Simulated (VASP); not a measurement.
Wanted: the native input for a VASP 6.6.1 run.

| Item | Value |
| --- | --- |
| Task | single point |
| Functional | PBEsol |
| Potentials or basis | VASP PAW PBE potentials, release 64 (Si, Mo_sv) |
| Cutoff | 520 eV |
| k mesh | 11 × 11 × 1 |
| Occupations | gaussian, width 0.1 eV |
| Spin | no spin polarisation |
| Dipole correction | yes |
| Further INCAR settings | ALGO = Normal; EDIFF = 1e-06; NBANDS = 43 |

The structure of Si2Mo lies in POSCAR:

```
Si2Mo
1.0
    3.1900701696      0.0000000000      0.0000000000
    0.0000000000      3.1900701696      0.0000000000
    0.0000000000      0.0000000000     25.4015074039
Si Mo
6 3
Direct
    0.0000000000      0.0000000000      0.2993749721
    0.0000000000      0.0000000000      0.3975143272
    0.5000000000      0.5000000000      0.4486785818
    0.5000000000      0.5000000000      0.5513212987
    0.0000000000      0.0000000000      0.6024857289
    0.0000000000      0.0000000000      0.7006251205
    0.5000000000      0.5000000000      0.3470525566
    0.0000000000      0.0000000000      0.4999995159
    0.5000000000      0.5000000000      0.6529478983
```

The input as run:

INCAR

```
SYSTEM = Si2Mo
ALGO = Normal
DIPOL = 0.5 0.5 0.500
EDIFF = 1E-6
ENCUT = 520
GGA = PS
IDIPOL = 3
ISIF = 2
ISMEAR = 0
LASPH = .True.
LCHARG = .True.
LDIPOL = .True.
LELF = .True.
LREAL = .False.
LVACPOTAV = .True.
LVHAR = .True.
LWAVE = .False.
NBANDS = 43
NELM = 80
PREC = Accurate
SIGMA = 0.1
```

KPOINTS

```
k-points
0
Gamma
  11 11 1
  0 0 0
```

Potentials or basis: VASP PAW PBE potentials, release 64 (Si, Mo_sv).

The run is started by

```console
$ cat potpaw_PBE.64/Si/POTCAR potpaw_PBE.64/Mo_sv/POTCAR > POTCAR
$ mpirun -np 1 vasp_std > vasp.out
```

It gave:

```yaml
Largest_force: 0.025 eV/Å
Band_gap_on_the_k_mesh: zero (bands 33 and 34 overlap by 0.77 eV)
```

Caveat: the PAW data sets were made with another functional, which shifts forces and pressure a little.

Wall time 9.2 min on 1 thread of Intel Xeon 8259CL, on a shared host, peak memory 0.43 GiB.
